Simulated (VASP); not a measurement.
# Ti5H in VASP: a series of runs

The runs below take Ti5H through single point, with PBE.

All numbers are computed with VASP 6.6.1; they aren't measurements. Logs are shortened: lines on timing, memory, paths and dates and some standing lists are left out, and cuts for length are marked.

## Step 1: The cell of the first run

The cell holds a slab with vacuum, 6 atoms: a = 2.938 Å, b = 2.938 Å, c = 24.712 Å, α = 90.00°, β = 90.00°, γ = 120.00°.

## Step 2: Single point, PBE

The input, INCAR:

```
  PREC = Accurate
  ENCUT = 520
  EDIFF = 1E-7
  ISMEAR = 0
  SIGMA = 0.1
  LREAL = F
  LASPH = T
  NELM = 80
  ALGO = Normal
  ISIF = 2
  LWAVE = F
  LCHARG = F
  LDIPOL = T
  IDIPOL = 3
  DIPOL = 0.5 0.5 0.391
  GGA = PE
  NBANDS = 40
```

The input, KPOINTS:

```
Automatic mesh
0
Gamma
  9 9 1
```

The input, POSCAR:

```
Ti5H
1.0
    2.9381632086      0.0000000000      0.0000000000
   -1.4690816043      2.5445239791      0.0000000000
    0.0000000000      0.0000000000     24.7117068140
Ti H
5 1
Direct
    0.6666666667      0.3333333333      0.1618666015
    0.3333333333      0.6666666667      0.2559609806
    0.6666666667      0.3333333333      0.3506708119
    0.3333333333      0.6666666667      0.4475655916
    0.5229005718      0.4770994282      0.5448461852
    0.8333333333      1.1666666667      0.5863048004
```

Potentials or basis: VASP PAW PBE potentials, release 64 (Ti_sv, H).

Started as:

```bash
> cat potpaw_PBE.64/Ti_sv/POTCAR potpaw_PBE.64/H/POTCAR > POTCAR
> mpirun -np 1 vasp_std > vasp.out
```

OUTCAR:

```text
PREC = Accurate
   ENCUT = 520
   EDIFF = 1E-7
   ISMEAR = 0
   LREAL = F
   LASPH = T
   NELM = 80
   ISIF = 2
   GGA = PE

 ion  position               nearest neighbor table
   1  0.667  0.333  0.162-   2 2.88   2 2.88   2 2.88
   2  0.333  0.667  0.256-   1 2.88   1 2.88   1 2.88   3 2.89   3 2.89   3 2.89
   3  0.667  0.333  0.351-   2 2.89   2 2.89   2 2.89
   4  0.333  0.667  0.448-   5 2.59
   5  0.523  0.477  0.545-   6 1.88   4 2.59
   6  0.833  0.167  0.586-   5 1.88

  LATTYP: Found a hexagonal cell.
 ALAT       =     2.9381632086
 C/A-ratio  =     8.4105970498

  Lattice vectors:

 A1 = (   2.9381632086,   0.0000000000,   0.0000000000)
 A2 = (  -1.4690816043,   2.5445239791,   0.0000000000)
 A3 = (   0.0000000000,   0.0000000000,  24.7117068140)

Analysis of symmetry for initial positions (statically):
=====================================================================
 Subroutine PRICEL returns:
 Original cell was already a primitive cell.

 Routine SETGRP: Setting up the symmetry group for a
 hexagonal supercell.

 Subroutine GETGRP returns: Found  2 space group operations
 (whereof  2 operations were pure point group operations)
 out of a pool of 24 trial point group operations.

The static configuration has the point symmetry C_1h.

Analysis of symmetry for dynamics (positions and initial velocities):
=====================================================================
 Subroutine PRICEL returns:
 Original cell was already a primitive cell.

 Routine SETGRP: Setting up the symmetry group for a
 hexagonal supercell.

 Subroutine GETGRP returns: Found  2 space group operations
 (whereof  2 operations were pure point group operations)
 out of a pool of 24 trial point group operations.

The dynamic configuration has the point symmetry C_1h.

 Subroutine INISYM returns: Found  2 space group operations
 (whereof  2 operations are pure point group operations),
 and found     1 'primitive' translations

----------------------------------------------------------------------------------------

                                     Primitive cell

  volume of cell :     184.7503

  direct lattice vectors                    reciprocal lattice vectors
     2.938163209  0.000000000  0.000000000     0.340348690  0.196500408  0.000000000
    -1.469081604  2.544523979  0.000000000     0.000000000  0.393000816  0.000000000
     0.000000000  0.000000000 24.711706814     0.000000000  0.000000000  0.040466650

  length of vectors
     2.938163209  2.938163209 24.711706814     0.393000816  0.393000816  0.040466650

  position of ions in fractional coordinates (direct lattice)
     0.666666667  0.333333333  0.161866602
     0.333333333  0.666666667  0.255960981
     0.666666667  0.333333333  0.350670812
     0.333333333  0.666666667  0.447565592
     0.522900572  0.477099428  0.544846185
     0.833333333  0.166666667  0.586304800

  ion indices of the primitive-cell ions
   primitive index   ion index
                 1           1
                 2           2
                 3           3
                 4           4
                 5           5
                 6           6

----------------------------------------------------------------------------------------

 KPOINTS: Automatic mesh

Automatic generation of k-mesh.
 Grid dimensions read from file:
 generate k-points for:    9    9    1

 Generating k-lattice:

  Cartesian coordinates                     Fractional coordinates (reciprocal lattice)
     0.037816521  0.021833379  0.000000000     0.111111111  0.000000000  0.000000000
     0.000000000  0.043666757  0.000000000     0.000000000  0.111111111  0.000000000
     0.000000000  0.000000000  0.040466650     0.000000000  0.000000000  1.000000000

  Length of vectors
     0.043666757  0.043666757  0.040466650

  Shift w.r.t. Gamma in fractional coordinates (k-lattice)
     0.000000000  0.000000000  0.000000000

 Subroutine IBZKPT returns following result:
 ===========================================

 Found     25 irreducible k-points:

 Following reciprocal coordinates:
            Coordinates               Weight
  0.000000  0.000000  0.000000      1.000000
  0.111111 -0.000000  0.000000      4.000000
 -0.111111  0.111111  0.000000      2.000000
  0.222222 -0.000000  0.000000      4.000000
 -0.222222  0.222222  0.000000      2.000000
  0.333333 -0.000000  0.000000      4.000000
[... 16 lines left out ...]
 -0.222222 -0.444444  0.000000      4.000000
  0.444444  0.333333  0.000000      4.000000
   k-points           NKPTS =     25   k-points in BZ     NKDIM =     25   number of bands    NBANDS=     40
   number of dos      NEDOS =    301   number of ions     NIONS =      6
   total plane-waves  NPLWV = 110592
   dimension x,y,z NGX =    24 NGY =   24 NGZ =  192
   dimension x,y,z NGXF=    48 NGYF=   48 NGZF=  384
   ions per type =               5   1
   NGX,Y,Z   is equivalent  to a cutoff of  13.58, 13.58, 12.92 a.u.
   NGXF,Y,Z  is equivalent  to a cutoff of  27.16, 27.16, 25.83 a.u.
 SYSTEM =  unknown system
   PREC   = accura    normal or accurate (medium, high low for compatibility)
   ISTART =      0    job   : 0-new  1-cont  2-samecut
   ICHARG =      2    charge: 1-file 2-atom 10-const
   ISPIN  =      1    spin polarized calculation?
   LNONCOLLINEAR =      F non collinear calculations
   LSORBIT =      F    spin-orbit coupling
   LASPH  =      T    aspherical Exc in radial PAW
   ENCUT  =  520.0 eV  38.22 Ry    6.18 a.u.   5.46  5.46 45.95*2*pi/ulx,y,z
   NELM   =     80;   NELMIN=  2; NELMDL= -5     # of ELM steps
   EDIFF  = 0.1E-06   stopping-criterion for ELM
   LREAL  =      F    real-space projection
   EDIFFG = 0.1E-05   stopping-criterion for IOM
   NSW    =      0    number of steps for IOM
   IBRION =     -1    ionic relax: 0-MD 1-quasi-New 2-CG
   NFREE  =      0    steps in history (QN), initial steepest desc. (CG)
   ISIF   =      2    stress and relaxation
   ISYM   =      2    0-nonsym 1-usesym 2-fastsym
   POTIM  = 0.5000    time-step for ionic-motion
   TEBEG  =    0.0;   TEEND  =   0.0 temperature during run
   PSTRESS=    0.0 pullay stress
   NELECT =      61.0000    total number of electrons
   NUPDOWN=      -1.0000    fix difference up-down
   EMIN   =  10.00;   EMAX   =-10.00  energy-range for DOS
   EFERMI =   0.00;   METHOD = LEGACY
   ISMEAR =     0;   SIGMA  =   0.10  broadening in eV -4-tet -1-fermi 0-gaus
   EFERMI_NEDOS =   21; number of points for ismear=-14 and -15
   IALGO  =     38    algorithm
   IMIX   =      4    mixing-type and parameters
     AMIX     =   0.40;   BMIX     =  1.00
     AMIX_MAG =   1.60;   BMIX_MAG =  1.00
  volume/ion in A,a.u.               =      30.79       207.79
  Fermi-wavevector in a.u.,A,eV,Ry     =   1.131505  2.138234 17.419579  1.280303
  Thomas-Fermi vector in A             =   2.268204
   LORBIT       =      0    0 simple, 1 ext, 2 COOP (PROOUT), +10 PAW based schemes
   GGA     = PE    functional components
   LHFCALC =     F    Hartree Fock is set to
   AEXX    =    0.0000 exact exchange contribution
   IVDW    =     0    specifies the selected vdW correction
   LEPSILON=     F    determine dielectric tensor
   LRPA    =     F    only Hartree local field effects (RPA)
 non-spin polarized calculation
 Gauss-broadening in eV      SIGMA  =   0.10
  energy-cutoff  :      520.00
  volume of cell :      184.75
 maximum number of plane-waves:      5059
 NGX is ok and might be reduce to    24
   NGX = 11   NGY = 11   NGZ = 91

 dipolmoment           0.000000      0.000000     -0.026745 electrons x Angstroem

 number of electron      60.9999993 magnetization

 dipolmoment           0.000000      0.000000      0.008926 electrons x Angstroem

 Free energy of the ion-electron system (eV)
  ---------------------------------------------------
  ext. energy  EPLUGINS =         0.00000000
  ---------------------------------------------------
  free energy    TOTEN  =       -41.49936109 eV

  energy without entropy =      -41.45147357  energy(sigma->0) =      -41.47541733

 E-fermi :   1.6718     XC(G=0):  -6.3598

 val. band max:        1.6690274143   @ k =   0.1111   0.1111   0.0000
 cond. band min:       1.6800661476   @ k =  -0.1111   0.4444   0.0000
 fundamental gap:      0.0110387333
 Fermi energy:         1.6717508399

 k-point     1 :       0.0000    0.0000    0.0000
  band No.  band energies     occupation
      1     -55.3014      2.00000
      2     -55.1728      2.00000
      3     -55.1123      2.00000
      4     -55.0472      2.00000
      5     -54.9654      2.00000
      6     -31.7336      2.00000
[... 32 lines left out ...]
     39       2.7600      0.00000
     40       2.8198      0.00000

 k-point     2 :       0.1111   -0.0000    0.0000
  band No.  band energies     occupation
      1     -55.2926      2.00000
      2     -55.1642      2.00000
      3     -55.1024      2.00000
      4     -55.0405      2.00000
      5     -54.9582      2.00000
      6     -31.7163      2.00000
[... 32 lines left out ...]
     39       2.8634      0.00000
     40       2.9504      0.00000

 k-point     3 :      -0.1111    0.1111    0.0000
  band No.  band energies     occupation
      1     -55.2926      2.00000
      2     -55.1639      2.00000
      3     -55.1024      2.00000
      4     -55.0405      2.00000
      5     -54.9583      2.00000
      6     -31.7162      2.00000
[... 853 lines left out ...]
  band No.  band energies     occupation
      1     -55.2213      2.00000
      2     -55.0930      2.00000
      3     -55.0123      2.00000
      4     -54.9951      2.00000
      5     -54.8992      2.00000
      6     -31.6598      2.00000
[... 32 lines left out ...]
     39       3.8244      0.00000
     40       3.9833      0.00000

 k-point    24 :       0.4444    0.3333    0.0000
  band No.  band energies     occupation
      1     -55.2213      2.00000
      2     -55.0923      2.00000
      3     -55.0123      2.00000
      4     -54.9951      2.00000
      5     -54.8997      2.00000
      6     -31.6601      2.00000
[... 32 lines left out ...]
     39       3.7872      0.00000
     40       4.0547      0.00000

 [... further k-points ...]

------------------------ aborting loop because EDIFF is reached ----------------------------------------

 vacuum level on the upper side and lower side of the slab       (xc-potential included)        -0.066        -0.337

  FORCE on cell =-STRESS in cart. coord.  units (eV):
  Direction    XX          YY          ZZ          XY          YZ          ZX
  --------------------------------------------------------------------------------------
  -------------------------------------------------------------------------------------
  Total       -1.6839244     -2.9781170     -2.2241821     -1.1208037     -0.9990634      1.7304284
  in kB      -14.6031977    -25.8265939    -19.2883779     -9.7197463     -8.6639993     15.0064863
  external PRESSURE =     -19.9060565 kB  Pullay stress =       0.0000000 kB

 VOLUME and BASIS-vectors are now :
 -----------------------------------------------------------------------------
  energy-cutoff  :      520.00
  volume of cell :      184.75
      direct lattice vectors                 reciprocal lattice vectors
     2.938163209  0.000000000  0.000000000     0.340348690  0.196500408  0.000000000
    -1.469081604  2.544523979  0.000000000     0.000000000  0.393000816  0.000000000
     0.000000000  0.000000000 24.711706814     0.000000000  0.000000000  0.040466650

 POSITION                                       TOTAL-FORCE (eV/Angst)
 -----------------------------------------------------------------------------------
      1.46908      0.84817      4.00000        -0.000467      0.000269      0.545104
     -0.00000      1.69635      6.32523        -0.004477      0.002585     -0.541795
      1.46908      0.84817      8.66567        -0.041776      0.024119      0.372983
     -0.00000      1.69635     11.06011        -0.421900      0.243584     -0.370744
      0.83547      1.21399     13.46408         0.000052     -0.000030     -0.010432
      2.20362      0.42409     14.48859         0.468567     -0.270527      0.004884
 -----------------------------------------------------------------------------------
    total drift:                                0.000098     -0.000057     -0.000106

  FREE ENERGIE OF THE ION-ELECTRON SYSTEM (eV)
  ---------------------------------------------------
  free  energy   TOTEN  =       -41.4993610936 eV

  energy  without entropy=      -41.4514735705  energy(sigma->0) =      -41.47541733

 vacuum level on the upper side and lower side of the slab         6.161         5.880
```

It took 3.9 min on 1 thread of Intel Xeon 6975P-C (Granite Rapids), shared host; peak memory 0.4 GiB.

Results:

* Free energy: -41.4994 eV
* Largest force: 0.612 eV/Å
* Band gap on the k mesh: zero (an odd number of electrons rules out a gap without spin polarisation)

Forces on the atoms (eV/Å):
```
Ti   0.000  0.000  0.545
Ti  -0.004  0.003 -0.542
Ti  -0.042  0.024  0.373
Ti  -0.422  0.244 -0.371
Ti   0.000  0.000 -0.010
H    0.469 -0.271  0.005
```

## Step 3: Single point, PBE

The input, INCAR:

```
PREC = Accurate ; ENCUT = 520
EDIFF = 1E-7 ; ISMEAR = 0
SIGMA = 0.1 ; LREAL = False
LASPH = True ; NELM = 80
ALGO = Normal ; ISIF = 2
LWAVE = False ; LCHARG = True
LDIPOL = True ; IDIPOL = 3
DIPOL = 0.5 0.5 0.390 ; GGA = PE
LELF = True ; LVHAR = True
LVACPOTAV = True ; NBANDS = 40
```

The input, KPOINTS:

```
regular mesh
0
Gamma
  9 9 1
```

POSCAR: that of step 2 with these lines changed.

```diff
@@ -12,3 +12,3 @@
     0.3333333333      0.6666666667      0.4475655916
-    0.5229005718      0.4770994282      0.5448461852
-    0.8333333333      1.1666666667      0.5863048004
+    0.8209312937      0.1790687063      0.5407292125
+    1.5000000000      0.5000000000      0.5814731382
```

Potentials or basis: VASP PAW PBE potentials, release 64 (Ti_sv, H).

Started as:

```bash
> cat potpaw_PBE.64/Ti_sv/POTCAR potpaw_PBE.64/H/POTCAR > POTCAR
> mpirun -np 1 vasp_std > vasp.out
```

It took 4.8 min on 1 thread of Intel Xeon 6975P-C (Granite Rapids), shared host; peak memory 0.4 GiB.

Results (log left out):

* Free energy: -41.6732 eV
* Largest force: 0.528 eV/Å
* Band gap on the k mesh: zero (an odd number of electrons rules out a gap without spin polarisation)

Forces on the atoms (eV/Å):
```
Ti  -0.008  0.005  0.528
Ti   0.007 -0.004 -0.496
Ti   0.035 -0.020  0.110
Ti   0.135 -0.078 -0.135
Ti   0.004 -0.002 -0.015
H   -0.172  0.099  0.009
```

Levels at points of the mesh, in eV from the Fermi level:
```tsv
k point	band 27	band 28	band 29	band 30	band 31	band 32	band 33	band 34
(0.00, 0.00, 0.00)	-0.12	0.15	0.27	0.53	0.68	0.73	0.74	0.78
```
